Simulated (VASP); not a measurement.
Write the native input for VASP 6.6.1 that does the following.

```yaml
Task: single point
Functional: PBE
Potentials_or_basis: VASP PAW PBE potentials, release 64 (Cl, I, N, Li_sv)
Cutoff: 520 eV
k_mesh: 4 × 4 × 4
Occupations: tetrahedron
Spin: no spin polarisation
Dipole_correction: no
Further_INCAR_settings: ALGO = Normal; EDIFF = 1e-06; NBANDS = 33
```

The structure of Li6I2NCl lies in POSCAR:

```
Li6I2NCl
1.0
    0.0000000000      4.5610290000      4.5610290000
    4.5610290000      0.0000000000      4.5610290000
    4.5610290000      4.5610290000      0.0000000000
Cl I N Li
1 2 1 6
Direct
    0.0000000000      0.0000000000      0.0000000000
    0.7500000000      0.7500000000      0.7500000000
    0.2500000000      0.2500000000      0.2500000000
    0.5000000000      0.5000000000      0.5000000000
    0.6834000000      0.3166000000      0.6834000000
    0.6834000000      0.3166000000      0.3166000000
    0.3166000000      0.6834000000      0.3166000000
    0.3166000000      0.6834000000      0.6834000000
    0.6834000000      0.6834000000      0.3166000000
    0.3166000000      0.3166000000      0.6834000000
```

One way to write it, as run:

INCAR

```
ALGO = Normal
EDIFF = 1E-6
ENCUT = 520
GGA = PE
ISIF = 2
ISMEAR = -5
LASPH = True
LCHARG = False
LREAL = False
LWAVE = False
NBANDS = 33
NELM = 80
PREC = Accurate
SIGMA = 0.1
```

KPOINTS

```
k-points
0
Gamma
  4 4 4
```

Potentials or basis: VASP PAW PBE potentials, release 64 (Cl, I, N, Li_sv).

Run with:

```console
$ cat potpaw_PBE.64/Cl/POTCAR potpaw_PBE.64/I/POTCAR potpaw_PBE.64/N/POTCAR potpaw_PBE.64/Li_sv/POTCAR > POTCAR
$ mpirun -np 1 vasp_std > vasp.out
```

It gave:

```yaml
Largest_force: 3.315 eV/Å
Band_gap_on_the_k_mesh: 3.28 eV
```

Caveat: spin-orbit coupling is left out, which moves the levels of the heavy elements; forces of over 1 eV/Å act on the atoms, so gaps and moduli don't describe the material at rest.

Wall time 89 s on 1 thread of Intel(R) Xeon(R) Platinum 8488C (Sapphire Rapids), with other jobs on the host, peak memory 0.34 GiB.
